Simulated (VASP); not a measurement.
# AlN (P6_3mc) in VASP: notebook, part 3 of 3

VASP 6.6.1. The steps go on from the part before.

### Step 5. Single point, PBE (volume changed by +3%)

File INCAR:

```
  ALGO = Normal
  EDIFF = 1E-6
  ENCUT = 520
  GGA = PE
  ISIF = 2
  ISMEAR = 0
  LASPH = True
  LCHARG = False
  LREAL = False
  LWAVE = False
  NBANDS = 16
  NELM = 100
  PREC = Accurate
  SIGMA = 0.01
```

File KPOINTS:

```
k-points
0
Gamma
  9 9 4
```

File POSCAR:

```
AlN
1.0
    3.1611874667      0.0000000000      0.0000000000
   -1.5805937334      2.7376686523      0.0000000000
    0.0000000000      0.0000000000      5.0676050756
Al N
2 2
Direct
    0.3333333333      0.6666666667     -0.0032711565
    0.6666666667      0.3333333333      0.4967288435
    0.3333333333      0.6666666667      0.3782711565
    0.6666666667      0.3333333333      0.8782711565
```

Potentials or basis: VASP PAW PBE potentials, release 64 (Al, N).

The run is started by

```console
cat potpaw_PBE.64/Al/POTCAR potpaw_PBE.64/N/POTCAR > POTCAR
mpirun -np 1 vasp_std > vasp.out
```

OUTCAR:

```text
EDIFF = 1E-6
   ENCUT = 520
   GGA = PE
   ISIF = 2
   ISMEAR = 0
   LASPH = True
   LREAL = False
   NELM = 100
   PREC = Accurate

 ion  position               nearest neighbor table
   1  0.333  0.667  0.997-   4 1.92   4 1.92   4 1.92   3 1.93   2 3.12   2 3.12   2 3.12   2 3.12
                             2 3.12   2 3.12
   2  0.667  0.333  0.497-   3 1.92   3 1.92   3 1.92   4 1.93   1 3.12   1 3.12   1 3.12   1 3.12
                             1 3.12   1 3.12
   3  0.333  0.667  0.378-   2 1.92   2 1.92   2 1.92   1 1.93
   4  0.667  0.333  0.878-   1 1.92   1 1.92   1 1.92   2 1.93

  LATTYP: Found a hexagonal cell.
 ALAT       =     3.1611874667
 C/A-ratio  =     1.6030700896

  Lattice vectors:

 A1 = (   3.1611874667,   0.0000000000,   0.0000000000)
 A2 = (  -1.5805937334,   2.7376686523,   0.0000000000)
 A3 = (   0.0000000000,   0.0000000000,   5.0676050756)

Analysis of symmetry for initial positions (statically):
=====================================================================
 Subroutine PRICEL returns:
 Original cell was already a primitive cell.

 Routine SETGRP: Setting up the symmetry group for a
 hexagonal supercell.

 Subroutine GETGRP returns: Found 12 space group operations
 (whereof  6 operations were pure point group operations)
 out of a pool of 24 trial point group operations.

The static configuration has the point symmetry C_3v.
 The point group associated with its full space group is C_6v.

Analysis of symmetry for dynamics (positions and initial velocities):
=====================================================================
 Subroutine PRICEL returns:
 Original cell was already a primitive cell.

 Routine SETGRP: Setting up the symmetry group for a
 hexagonal supercell.

 Subroutine GETGRP returns: Found 12 space group operations
 (whereof  6 operations were pure point group operations)
 out of a pool of 24 trial point group operations.

The dynamic configuration has the point symmetry C_3v.
 The point group associated with its full space group is C_6v.

 Subroutine INISYM returns: Found 12 space group operations
 (whereof  6 operations are pure point group operations),
 and found     1 'primitive' translations

----------------------------------------------------------------------------------------

                                     Primitive cell

  volume of cell :      43.8565

  direct lattice vectors                    reciprocal lattice vectors
     3.161187467  0.000000000  0.000000000     0.316336823  0.182637150  0.000000000
    -1.580593733  2.737668652  0.000000000     0.000000000  0.365274300  0.000000000
     0.000000000  0.000000000  5.067605076     0.000000000  0.000000000  0.197331873

  length of vectors
     3.161187467  3.161187467  5.067605076     0.365274300  0.365274300  0.197331873

  position of ions in fractional coordinates (direct lattice)
     0.333333333  0.666666667  0.996728844
     0.666666667  0.333333333  0.496728844
     0.333333333  0.666666667  0.378271156
     0.666666667  0.333333333  0.878271156

  ion indices of the primitive-cell ions
   primitive index   ion index
                 1           1
                 2           2
[... 30 lines left out ...]
            Coordinates               Weight
  0.000000  0.000000  0.000000      1.000000
  0.111111  0.000000  0.000000      6.000000
  0.222222  0.000000  0.000000      6.000000
  0.333333  0.000000  0.000000      6.000000
  0.444444  0.000000  0.000000      6.000000
  0.111111  0.111111  0.000000      6.000000
[... 16 lines left out ...]
  0.333333  0.222222  0.250000     24.000000
  0.333333  0.333333  0.250000      4.000000
 [... further k-points ...]
   k-points           NKPTS =     36   k-points in BZ     NKDIM =     36   number of bands    NBANDS=     16
   number of dos      NEDOS =    301   number of ions     NIONS =      4
   total plane-waves  NPLWV =  23040
   dimension x,y,z NGX =    24 NGY =   24 NGZ =   40
   dimension x,y,z NGXF=    48 NGYF=   48 NGZF=   80
   ions per type =               2   2
   NGX,Y,Z   is equivalent  to a cutoff of  12.62, 12.62, 13.12 a.u.
   NGXF,Y,Z  is equivalent  to a cutoff of  25.24, 25.24, 26.24 a.u.
 SYSTEM =  unknown system
   PREC   = accura    normal or accurate (medium, high low for compatibility)
   ISTART =      0    job   : 0-new  1-cont  2-samecut
   ICHARG =      2    charge: 1-file 2-atom 10-const
   ISPIN  =      1    spin polarized calculation?
   LNONCOLLINEAR =      F non collinear calculations
   LSORBIT =      F    spin-orbit coupling
   LASPH  =      T    aspherical Exc in radial PAW
   ENCUT  =  520.0 eV  38.22 Ry    6.18 a.u.   5.88  5.88  9.42*2*pi/ulx,y,z
   NELM   =    100;   NELMIN=  2; NELMDL= -5     # of ELM steps
   EDIFF  = 0.1E-05   stopping-criterion for ELM
   LREAL  =      F    real-space projection
   EDIFFG = 0.1E-04   stopping-criterion for IOM
   NSW    =      0    number of steps for IOM
   IBRION =     -1    ionic relax: 0-MD 1-quasi-New 2-CG
   NFREE  =      0    steps in history (QN), initial steepest desc. (CG)
   ISIF   =      2    stress and relaxation
   ISYM   =      2    0-nonsym 1-usesym 2-fastsym
   POTIM  = 0.5000    time-step for ionic-motion
   TEBEG  =    0.0;   TEEND  =   0.0 temperature during run
   PSTRESS=    0.0 pullay stress
   NELECT =      16.0000    total number of electrons
   NUPDOWN=      -1.0000    fix difference up-down
   EMIN   =  10.00;   EMAX   =-10.00  energy-range for DOS
   EFERMI =   0.00;   METHOD = LEGACY
   ISMEAR =     0;   SIGMA  =   0.01  broadening in eV -4-tet -1-fermi 0-gaus
   EFERMI_NEDOS =   21; number of points for ismear=-14 and -15
   IALGO  =     38    algorithm
   IMIX   =      4    mixing-type and parameters
     AMIX     =   0.40;   BMIX     =  1.00
     AMIX_MAG =   1.60;   BMIX_MAG =  1.00
  volume/ion in A,a.u.               =      10.96        73.99
  Fermi-wavevector in a.u.,A,eV,Ry     =   1.169778  2.210560 18.617955  1.368381
  Thomas-Fermi vector in A             =   2.306246
   LORBIT       =      0    0 simple, 1 ext, 2 COOP (PROOUT), +10 PAW based schemes
   GGA     = PE    functional components
   LHFCALC =     F    Hartree Fock is set to
   AEXX    =    0.0000 exact exchange contribution
   IVDW    =     0    specifies the selected vdW correction
   LEPSILON=     F    determine dielectric tensor
   LRPA    =     F    only Hartree local field effects (RPA)
 non-spin polarized calculation
 Gauss-broadening in eV      SIGMA  =   0.01
  energy-cutoff  :      520.00
  volume of cell :       43.86
 maximum number of plane-waves:      1196
 NGX is ok and might be reduce to    24
   NGX = 11   NGY = 11   NGZ = 19

 number of electron      16.0000001 magnetization

 Free energy of the ion-electron system (eV)
  ---------------------------------------------------
  ext. energy  EPLUGINS =         0.00000000
  ---------------------------------------------------
  free energy    TOTEN  =       -29.75699553 eV

  energy without entropy =      -29.75699553  energy(sigma->0) =      -29.75699553

 E-fermi :   5.7560     XC(G=0): -10.6999

 val. band max:        5.6883777282   @ k =   0.0000   0.0000   0.0000
 cond. band min:       9.4763655865   @ k =   0.0000   0.0000   0.0000
 fundamental gap:      3.7879878583
 Fermi energy:         5.7560280520

 k-point     1 :       0.0000    0.0000    0.0000
  band No.  band energies     occupation
      1      -9.2066      2.00000
      2      -7.2122      2.00000
      3      -0.0874      2.00000
      4       4.8563      2.00000
      5       4.8563      2.00000
      6       5.4916      2.00000
[... 433 lines left out ...]
      3       1.3334      2.00000
      4       1.3609      2.00000
      5       1.3609      2.00000
      6       2.8774      2.00000
[... 8 lines left out ...]
     15      18.4816      0.00000
     16      20.4738      0.00000

 [... further k-points ...]

------------------------ aborting loop because EDIFF is reached ----------------------------------------

  FORCE on cell =-STRESS in cart. coord.  units (eV):
  Direction    XX          YY          ZZ          XY          YZ          ZX
  --------------------------------------------------------------------------------------
  -------------------------------------------------------------------------------------
  Total       -1.5837998     -1.5837998     -1.4696353      0.0000000      0.0000000      0.0000000
  in kB      -57.8598068    -57.8598068    -53.6891174      0.0000000      0.0000000      0.0000000
  external PRESSURE =     -56.4695770 kB  Pullay stress =       0.0000000 kB

 VOLUME and BASIS-vectors are now :
 -----------------------------------------------------------------------------
  energy-cutoff  :      520.00
  volume of cell :       43.86
      direct lattice vectors                 reciprocal lattice vectors
     3.161187467  0.000000000  0.000000000     0.316336823  0.182637150  0.000000000
    -1.580593733  2.737668652  0.000000000     0.000000000  0.365274300  0.000000000
     0.000000000  0.000000000  5.067605076     0.000000000  0.000000000  0.197331873

 POSITION                                       TOTAL-FORCE (eV/Angst)
 -----------------------------------------------------------------------------------
     -0.00000      1.82511      5.05103         0.000000     -0.000000      0.010864
      1.58059      0.91256      2.51723        -0.000000      0.000000      0.010864
     -0.00000      1.82511      1.91693         0.000000     -0.000000     -0.010864
      1.58059      0.91256      4.45073        -0.000000      0.000000     -0.010864
 -----------------------------------------------------------------------------------
    total drift:                               -0.000000      0.000000      0.000061

  FREE ENERGIE OF THE ION-ELECTRON SYSTEM (eV)
  ---------------------------------------------------
  free  energy   TOTEN  =       -29.7569955260 eV

  energy  without entropy=      -29.7569955260  energy(sigma->0) =      -29.75699553
```

Run time: 14 s. Hardware: 1 thread of AMD EPYC 9R45 (Zen 5), shared host; peak memory 0.13 GiB.

What came out:

```
Free energy            : -29.7570 eV
Pressure               : -5.6 GPa
Largest force          : 0.011 eV/Å
Band gap on the k mesh : 3.79 eV, direct
```

Forces in eV/Å, atoms in the order of the input:
```
Al   0.000  0.000  0.011
Al   0.000  0.000  0.011
N    0.000  0.000 -0.011
N    0.000  0.000 -0.011
```

Levels at points of the mesh, in eV from the valence-band top:
```
           k point  band 4  band 5  band 6  band 7  band 8  band 9  band 10  band 11  band 12  band 13
(0.00, 0.00, 0.00)   -0.83   -0.83   -0.20   -0.20    0.00    3.79     6.25    10.22    10.81    10.81
(0.00, 0.00, 0.50)   -3.25   -0.52   -0.52   -0.52   -0.52    6.06     6.06     9.93     9.93    11.13
```

### Step 6. Overview

| cell | gap on the mesh (eV) | pressure (GPa) | largest force (eV/Å) |
| --- | --- | --- | --- |
| a = 3.066, b = 3.066, c = 4.915 Å, angles 90.0, 90.0, 120.0°, 4 atoms | 4.59 | 13.3 | 0.02 |
| a = 3.099, b = 3.099, c = 4.967 Å, angles 90.0, 90.0, 120.0°, 4 atoms | 4.31 | 6.0 | 0.01 |
| a = 3.130, b = 3.130, c = 5.018 Å, angles 90.0, 90.0, 120.0°, 4 atoms | 4.04 | -0.3 | - |
| a = 3.161, b = 3.161, c = 5.068 Å, angles 90.0, 90.0, 120.0°, 4 atoms | 3.79 | -5.6 | 0.01 |

Alike in all rows: task single point; level PBE; potentials or basis VASP PAW PBE potentials, release 64 (Al, N); no spin polarisation; k mesh 9 × 9 × 4; cutoff (eV) 520; smearing gaussian 0.01 eV.

Absolute energies hang on the potentials; compare differences alone.
